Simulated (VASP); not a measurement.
Wanted: the native input for a VASP 6.6.1 run.

```yaml
Task: single point
Functional: PBE
Potentials_or_basis: VASP PAW PBE potentials, release 64 (K_sv, Br)
Cutoff: 520 eV
k_mesh: 6 × 6 × 6
Occupations: gaussian, width 0.05 eV
Spin: no spin polarisation
Dipole_correction: no
Further_INCAR_settings: ALGO = Normal; EDIFF = 1e-06; NBANDS = 15
```

The structure of KBr lies in POSCAR:

```
KBr
1.0
    0.0000000000      3.3912750000      3.2431125000
    3.3912750000      0.0000000000      3.2431125000
    3.3912750000      3.3912750000      0.0000000000
K Br
1 1
Direct
    0.0000000000      0.0000000000      0.0000000000
    0.5000000000      0.5000000000      0.5000000000
```

This cell differs from its parent crystal: strain +0.030 along x and y, -0.015 along z.

These files were run (other wordings do the same):

INCAR

```
SYSTEM = KBr
ALGO     = Normal         ! electronic algorithm
EDIFF    = 1E-6           ! SCF threshold, eV
ENCUT    = 520            ! plane-wave cutoff, eV
GGA      = PE             ! functional
ISIF     = 2              ! what is computed and relaxed
ISMEAR   = 0              ! smearing method
LASPH    = .TRUE.         ! aspherical terms in the spheres
LCHARG   = .FALSE.        ! write CHGCAR
LREAL    = .FALSE.        ! projectors in reciprocal space
LWAVE    = .FALSE.        ! write WAVECAR
NBANDS   = 15             ! bands
NELM     = 60             ! most SCF steps
PREC     = Accurate       ! precision mode
SIGMA    = 0.05           ! smearing width, eV
```

KPOINTS

```
k-points
0
G
  6 6 6
  0 0 0
```

Potentials or basis: VASP PAW PBE potentials, release 64 (K_sv, Br).

Run with:

```console
$ cat potpaw_PBE.64/K_sv/POTCAR potpaw_PBE.64/Br/POTCAR > POTCAR
$ mpirun -np 1 vasp_std > vasp.out
```

Results of the run:

- Pressure: 0.3 GPa
- Band gap on the k mesh: 4.32 eV, direct

Caveat: the cell differs from its parent crystal (strain +0.030 along x and y, -0.015 along z).

Wall time 39 s on 1 thread of Intel(R) Xeon(R) Platinum 8488C (Sapphire Rapids), on a shared host, peak memory 0.21 GiB.
